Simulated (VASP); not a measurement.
Runs of VASP 6.6.1 on Se. Symmetry: Im-3m, No. 229, cubic system. The conventional cell has a = 2.808 Å, b = 2.808 Å, c = 2.808 Å, α = 90.00°, β = 90.00°, γ = 90.00°. Within 3.2 Å of Se (site symmetry m-3m) lie 14 Se at 2.43 to 2.81 Å. 

| level | gap on the mesh (eV) | pressure (GPa) |
| --- | --- | --- |
| BLYP | none | 195.3 |
| r2SCAN | none | (b) |
| revPBE | none | 175.0 |
| RPBE | none | (a) |
| PBEsol | none | 164.0 |

Alike in all rows: task single point; potentials or basis VASP PAW PBE potentials, release 64 (Se); no spin polarisation; cell as given; k mesh 13 × 13 × 13; cutoff (eV) 520; smearing fermi-dirac 0.1 eV.

Estimate the missing entries.

(a) 175.8; (b) 174.4.

Caveats: the PAW data sets were made with another functional, which shifts forces and pressure a little.

A k mesh can miss the band edges, and the runs leave out spin-orbit coupling on Se.

A gap of «none» marks levels without a gap at the run's occupations.
